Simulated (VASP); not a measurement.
# BeRhS3 (Pm-3m) in VASP: notebook

The runs below take BeRhS3 through relaxation of cell and atoms, with PBE.

Program: VASP 6.6.1. These are calculated values, not measurements. Logs are shortened: lines on timing, memory, paths and dates and some standing lists are left out, and cuts for length are marked.

## Step 1: The cell of the first run

The structure is cubic, space group Pm-3m (No. 221). The conventional cell has a = 4.214 Å, b = 4.214 Å, c = 4.214 Å, α = 90.00°, β = 90.00°, γ = 90.00°. Be (site symmetry m-3m) has 12 S at 2.98 Å and 8 Rh at 3.65 Å within 3.9 Å. Within 2.8 Å of Rh (site symmetry m-3m) lie 6 S at 2.11 Å. S (site symmetry 4/mmm) has 2 Rh at 2.11 Å within 2.8 Å.

The cell was built from a structure type or drawn by symmetry, and may not be a known phase.

## Step 2: Relaxation of cell and atoms, PBE, collinear spin, ferromagnetic start

Input file INCAR:

```
SYSTEM = BeRhS3
  PREC = Accurate
  ENCUT = 600
  EDIFF = 1E-6
  ISMEAR = 0
  SIGMA = 0.1
  LREAL = .False.
  LASPH = .True.
  NELM = 150
  ALGO = Normal
  ISIF = 3
  LWAVE = .False.
  LCHARG = .False.
  ISPIN = 2
  MAGMOM = 0 1 0 0 0
  LORBIT = 11
  LMAXMIX = 4
  GGA = PE
  IBRION = 2
  NSW = 90
  EDIFFG = -0.04
```

Input file KPOINTS:

```
Automatic mesh
0
Gamma
  4 4 4
  0 0 0
```

Input file POSCAR:

```
BeRhS3
1.0
    4.2144897100      0.0000000000      0.0000000000
    0.0000000000      4.2144897100      0.0000000000
    0.0000000000      0.0000000000      4.2144897100
Be Rh S
1 1 3
Direct
    0.0000000000      0.0000000000      0.0000000000
    0.5000000000      0.5000000000      0.5000000000
    0.0000000000      0.5000000000      0.5000000000
    0.5000000000      0.0000000000      0.5000000000
    0.5000000000      0.5000000000      0.0000000000
```

Potentials or basis: VASP PAW PBE potentials, release 64 (Be, Rh_pv, S).

Launch:

```bash
$ cat potpaw_PBE.64/Be/POTCAR potpaw_PBE.64/Rh_pv/POTCAR potpaw_PBE.64/S/POTCAR > POTCAR
$ mpirun -np 1 vasp_std > vasp.out
```

OUTCAR:

```text
SYSTEM = BeRhS3
   PREC = Accurate
   ENCUT = 600
   EDIFF = 1E-6
   ISMEAR = 0
   LREAL = .False.
   LASPH = .True.
   NELM = 150
   ISIF = 3
   ISPIN = 2
   LORBIT = 11
   GGA = PE
   IBRION = 2
   NSW = 90
   EDIFFG = -0.04

 ion  position               nearest neighbor table
   1  0.000  0.000  0.000-
   2  0.500  0.500  0.500-   3 2.11   4 2.11   5 2.11   5 2.11   4 2.11   3 2.11
   3  0.000  0.500  0.500-   2 2.11   2 2.11
   4  0.500  0.000  0.500-   2 2.11   2 2.11
   5  0.500  0.500  0.000-   2 2.11   2 2.11

  LATTYP: Found a simple cubic cell.
 ALAT       =     4.2144897100

  Lattice vectors:

 A1 = (   4.2144897100,   0.0000000000,   0.0000000000)
 A2 = (   0.0000000000,   4.2144897100,   0.0000000000)
 A3 = (   0.0000000000,   0.0000000000,   4.2144897100)

Analysis of symmetry for initial positions (statically):
=====================================================================
 Subroutine PRICEL returns:
 Original cell was already a primitive cell.

 Routine SETGRP: Setting up the symmetry group for a
 simple cubic supercell.

 Subroutine GETGRP returns: Found 48 space group operations
 (whereof 48 operations were pure point group operations)
 out of a pool of 48 trial point group operations.

The static configuration has the point symmetry O_h .

Analysis of symmetry for dynamics (positions and initial velocities):
=====================================================================
 Subroutine PRICEL returns:
 Original cell was already a primitive cell.

 Routine SETGRP: Setting up the symmetry group for a
 simple cubic supercell.

 Subroutine GETGRP returns: Found 48 space group operations
 (whereof 48 operations were pure point group operations)
 out of a pool of 48 trial point group operations.

The dynamic configuration has the point symmetry O_h .

Analysis of structural, dynamic, and magnetic symmetry:
=====================================================================
 Subroutine PRICEL returns:
 Original cell was already a primitive cell.

 Routine SETGRP: Setting up the symmetry group for a
 simple cubic supercell.

 Subroutine GETGRP returns: Found 48 space group operations
 (whereof 48 operations were pure point group operations)
 out of a pool of 48 trial point group operations.

The overall configuration has the point symmetry O_h .

 Subroutine INISYM returns: Found 48 space group operations
 (whereof 48 operations are pure point group operations),
 and found     1 'primitive' translations

----------------------------------------------------------------------------------------

                                     Primitive cell

  volume of cell :      74.8574

  direct lattice vectors                    reciprocal lattice vectors
     4.214489710  0.000000000  0.000000000     0.237276650  0.000000000  0.000000000
     0.000000000  4.214489710  0.000000000     0.000000000  0.237276650  0.000000000
     0.000000000  0.000000000  4.214489710     0.000000000  0.000000000  0.237276650

  length of vectors
     4.214489710  4.214489710  4.214489710     0.237276650  0.237276650  0.237276650

  position of ions in fractional coordinates (direct lattice)
     0.000000000  0.000000000  0.000000000
     0.500000000  0.500000000  0.500000000
     0.000000000  0.500000000  0.500000000
     0.500000000  0.000000000  0.500000000
     0.500000000  0.500000000  0.000000000

  ion indices of the primitive-cell ions
   primitive index   ion index
                 1           1
                 2           2
                 3           3
                 4           4
                 5           5

----------------------------------------------------------------------------------------

 KPOINTS: Automatic mesh

Automatic generation of k-mesh.
 Grid dimensions read from file:
 generate k-points for:    4    4    4

 Generating k-lattice:

  Cartesian coordinates                     Fractional coordinates (reciprocal lattice)
     0.059319163  0.000000000  0.000000000     0.250000000  0.000000000  0.000000000
     0.000000000  0.059319163  0.000000000     0.000000000  0.250000000  0.000000000
     0.000000000  0.000000000  0.059319163     0.000000000  0.000000000  0.250000000

  Length of vectors
     0.059319163  0.059319163  0.059319163

  Shift w.r.t. Gamma in fractional coordinates (k-lattice)
     0.000000000  0.000000000  0.000000000

 Subroutine IBZKPT returns following result:
 ===========================================

 Found     10 irreducible k-points:

 Following reciprocal coordinates:
            Coordinates               Weight
  0.000000  0.000000  0.000000      1.000000
  0.250000  0.000000  0.000000      6.000000
  0.500000  0.000000  0.000000      3.000000
  0.250000  0.250000  0.000000     12.000000
  0.500000  0.250000  0.000000     12.000000
  0.500000  0.500000  0.000000      3.000000
  0.250000  0.250000  0.250000      8.000000
  0.500000  0.250000  0.250000     12.000000
  0.500000  0.500000  0.250000      6.000000
  0.500000  0.500000  0.500000      1.000000
   k-points           NKPTS =     10   k-points in BZ     NKDIM =     10   number of bands    NBANDS=     22
   number of dos      NEDOS =    301   number of ions     NIONS =      5
   total plane-waves  NPLWV =  46656
   dimension x,y,z NGX =    36 NGY =   36 NGZ =   36
   dimension x,y,z NGXF=    72 NGYF=   72 NGZF=   72
   ions per type =               1   1   3
   NGX,Y,Z   is equivalent  to a cutoff of  14.20, 14.20, 14.20 a.u.
   NGXF,Y,Z  is equivalent  to a cutoff of  28.40, 28.40, 28.40 a.u.
 SYSTEM =  BeRhS3
   PREC   = accura    normal or accurate (medium, high low for compatibility)
   ISTART =      0    job   : 0-new  1-cont  2-samecut
   ICHARG =      2    charge: 1-file 2-atom 10-const
   ISPIN  =      2    spin polarized calculation?
   LNONCOLLINEAR =      F non collinear calculations
   LSORBIT =      F    spin-orbit coupling
   LASPH  =      T    aspherical Exc in radial PAW
   ENCUT  =  600.0 eV  44.10 Ry    6.64 a.u.   8.42  8.42  8.42*2*pi/ulx,y,z
   NELM   =    150;   NELMIN=  2; NELMDL= -5     # of ELM steps
   EDIFF  = 0.1E-05   stopping-criterion for ELM
   LREAL  =      F    real-space projection
   EDIFFG = -.4E-01   stopping-criterion for IOM
   NSW    =     90    number of steps for IOM
   IBRION =      2    ionic relax: 0-MD 1-quasi-New 2-CG
   NFREE  =      1    steps in history (QN), initial steepest desc. (CG)
   ISIF   =      3    stress and relaxation
   ISYM   =      2    0-nonsym 1-usesym 2-fastsym
   POTIM  = 0.5000    time-step for ionic-motion
   TEBEG  =    0.0;   TEEND  =   0.0 temperature during run
   PSTRESS=    0.0 pullay stress
   NELECT =      35.0000    total number of electrons
   NUPDOWN=      -1.0000    fix difference up-down
   EMIN   =  10.00;   EMAX   =-10.00  energy-range for DOS
   EFERMI =   0.00;   METHOD = LEGACY
   ISMEAR =     0;   SIGMA  =   0.10  broadening in eV -4-tet -1-fermi 0-gaus
   EFERMI_NEDOS =   21; number of points for ismear=-14 and -15
   IALGO  =     38    algorithm
   IMIX   =      4    mixing-type and parameters
     AMIX     =   0.40;   BMIX     =  1.00
     AMIX_MAG =   1.60;   BMIX_MAG =  1.00
  volume/ion in A,a.u.               =      14.97       101.03
  Fermi-wavevector in a.u.,A,eV,Ry     =   1.270630  2.401143 21.966622  1.614501
  Thomas-Fermi vector in A             =   2.403607
   LORBIT       =     11    0 simple, 1 ext, 2 COOP (PROOUT), +10 PAW based schemes
   GGA     = PE    functional components
   LHFCALC =     F    Hartree Fock is set to
   AEXX    =    0.0000 exact exchange contribution
   IVDW    =     0    specifies the selected vdW correction
   LEPSILON=     F    determine dielectric tensor
   LRPA    =     F    only Hartree local field effects (RPA)
 conjugate gradient relaxation of ions
 spin polarized calculation
 Gauss-broadening in eV      SIGMA  =   0.10
  energy-cutoff  :      600.00
  volume of cell :       74.86
 maximum number of plane-waves:      2522
 NGX is ok and might be reduce to    36
   NGX = 17   NGY = 17   NGZ = 17

--------------------------------------- Ionic step        1  -------------------------------------------

 number of electron      34.9999996 magnetization       0.2862043

 number of electron      34.9999997 magnetization      -0.0020690

 Free energy of the ion-electron system (eV)
  ---------------------------------------------------
  ext. energy  EPLUGINS =         0.00000000
  ---------------------------------------------------
  free energy    TOTEN  =       -16.81760642 eV

  energy without entropy =      -16.78915230  energy(sigma->0) =      -16.80337936

 E-fermi :   7.5759     XC(G=0): -10.9701

 val. band max:        7.5104029541   @ k =   0.5000   0.0000   0.0000
 cond. band min:       7.5928121289   @ k =   0.2500   0.2500   0.0000
 fundamental gap:      0.0824091747
 Fermi energy:         7.5758879490

 spin component 1

 k-point     1 :       0.0000    0.0000    0.0000
  band No.  band energies     occupation
      1     -40.4365      1.00000
      2     -40.4365      1.00000
      3     -40.4365      1.00000
      4      -8.2368      1.00000
      5      -5.8087      1.00000
      6      -5.8087      1.00000
[... 1075 lines left out ...]
  FREE ENERGIE OF THE ION-ELECTRON SYSTEM (eV)
  ---------------------------------------------------
  free  energy   TOTEN  =       -18.1133167646 eV

  energy  without entropy=      -18.0674907415  energy(sigma->0) =      -18.09040375

--------------------------------------- Ionic step        3  -------------------------------------------

 number of electron      35.0000004 magnetization      -0.0000202

 number of electron      35.0000004 magnetization       0.0000010

 Free energy of the ion-electron system (eV)
  ---------------------------------------------------
  ext. energy  EPLUGINS =         0.00000000
  ---------------------------------------------------
  free energy    TOTEN  =       -19.23903501 eV

  energy without entropy =      -19.20503313  energy(sigma->0) =      -19.22203407

 E-fermi :   4.1817     XC(G=0):  -9.6898

 val. band max:        4.1802137589   @ k =   0.5000   0.2500   0.0000
 cond. band min:       4.1856981769   @ k =   0.5000   0.5000   0.0000
 fundamental gap:      0.0054844180
 Fermi energy:         4.1816960510

 spin component 1

 k-point     1 :       0.0000    0.0000    0.0000
  band No.  band energies     occupation
      1     -42.5430      1.00000
      2     -42.5430      1.00000
      3     -42.5430      1.00000
      4      -9.5365      1.00000
      5      -7.8019      1.00000
      6      -7.8019      1.00000
[... 514 lines left out ...]
 POSITION                                       TOTAL-FORCE (eV/Angst)
 -----------------------------------------------------------------------------------
      0.00000      0.00000      0.00000        -0.000000     -0.000000      0.000000
      2.31488      2.31488      2.31488         0.000000      0.000000      0.000000
     -0.00000      2.31488      2.31488         0.000000     -0.000000      0.000000
      2.31488      0.00000      2.31488        -0.000000     -0.000000      0.000000
      2.31488      2.31488      0.00000        -0.000000     -0.000000      0.000000
 -----------------------------------------------------------------------------------
    total drift:                                0.000000      0.000000      0.000000

  FREE ENERGIE OF THE ION-ELECTRON SYSTEM (eV)
  ---------------------------------------------------
  free  energy   TOTEN  =       -19.2390350133 eV

  energy  without entropy=      -19.2050331271  energy(sigma->0) =      -19.22203407

 reached required accuracy - stopping structural energy minimisation

 total charge

# of ion       s       p       d       tot
------------------------------------------
    1        0.352   0.125   0.000   0.478
    2        0.366   6.331   7.176  13.873
    3        1.380   2.239   0.000   3.619
    4        1.380   2.239   0.000   3.619
    5        1.380   2.239   0.000   3.619
--------------------------------------------------
tot          4.859  13.171   7.176  25.207

 magnetization (x)

# of ion       s       p       d       tot
------------------------------------------
    1       -0.000  -0.000   0.000  -0.000
    2        0.000  -0.000   0.000   0.000
    3        0.000   0.000   0.000   0.000
    4        0.000   0.000   0.000   0.000
    5        0.000   0.000   0.000   0.000
--------------------------------------------------
tot         -0.000   0.000   0.000   0.000
```

Run time: 62 s. Hardware: 1 thread of Intel Xeon 6975P-C (Granite Rapids), shared host; peak memory 0.26 GiB.

What came out:

| Property | Result |
| --- | --- |
| Free energy | -19.2390 eV |
| Relaxed volume | 19.85 Å³/atom |
| Relaxed cell | a = 4.630 Å, b = 4.630 Å, c = 4.630 Å, α = 90.00°, β = 90.00°, γ = 90.00° |
| Space group after relaxing (to 0.1 Å) | Pm-3m (No. 221) |
| Energy gained by relaxing | 484.3 meV/atom |
| Ionic steps | 3 |
| Pressure after relaxing | -0.2 GPa |
| Net moment | 0.00 μB per cell |
| Valence electrons inside the program's atomic spheres | Be 0.48; Rh 13.87; S 3.62 |

The path:
| step | energy change (eV) | largest force (eV/Å) | pressure (GPa) | volume (Å³) |
| --- | --- | --- | --- | --- |
| 1 | 0.0000 | 0.0000 | 41.24 | 74.86 |
| 2 | -1.2957 | 0.0000 | -11.05 | 124.85 |
| 3 | -2.4214 | 0.0000 | -0.24 | 99.24 |

Final structure:
```
Be Rh S
1.0
     4.62976    0.00000    0.00000
     0.00000    4.62976    0.00000
     0.00000    0.00000    4.62976
Be Rh S
1 1 3
Direct
  0.00000 0.00000 0.00000
  0.50000 0.50000 0.50000
  0.00000 0.50000 0.50000
  0.50000 0.00000 0.50000
  0.50000 0.50000 0.00000
```

Caveat: the k points lie up to 0.34 Å⁻¹ apart in the final cell; the volume moved by over 15 % at a fixed basis, so the end points are rough.

(Continued in part 2 of 2.)
